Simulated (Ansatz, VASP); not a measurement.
## Two plane-wave programs on KTaO3

```
K Ta O
1.0
     4.16496    0.00000    0.00000
     0.00000    4.16496    0.00000
     0.00000    0.00000    4.16496
K Ta O
1 1 3
Direct
  0.50000 0.50000 0.50000
  0.00000 0.00000 0.00000
  0.00000 0.50000 0.00000
  0.00000 0.00000 0.50000
  0.50000 0.00000 0.00000
```

Alike in both runs: task single point; functional PBEsol; k mesh 8 × 8 × 8; occupations gaussian, width 0.02 eV; no spin polarisation.

```csv
,VASP,Ansatz
version,VASP 6.6.1,Ansatz 0.2.0
potentials or method,"VASP PAW PBE potentials, release 64 (K_sv, Ta_pv, O), cutoff 520 eV","scalar-relativistic, plane waves, PAW"
valence electrons in the cell,38,40
```

|  | VASP | Ansatz | Ansatz less VASP |
| --- | --- | --- | --- |
| gap on the k mesh at the Fermi level (eV) | 1.80 | 1.84 | +0.037 |
| least direct gap on the mesh (eV) | 2.45 | 2.48 | +0.032 |
| pressure (GPa) | -19.6 | -19.9 | -0.35 |

VASP's potentials were made for PBE, not for PBEsol. VASP's potentials hold 38 valence electrons a cell and Ansatz's 40, so a difference there can come from the potentials and not from the codes.

Spin-orbit coupling is off throughout.
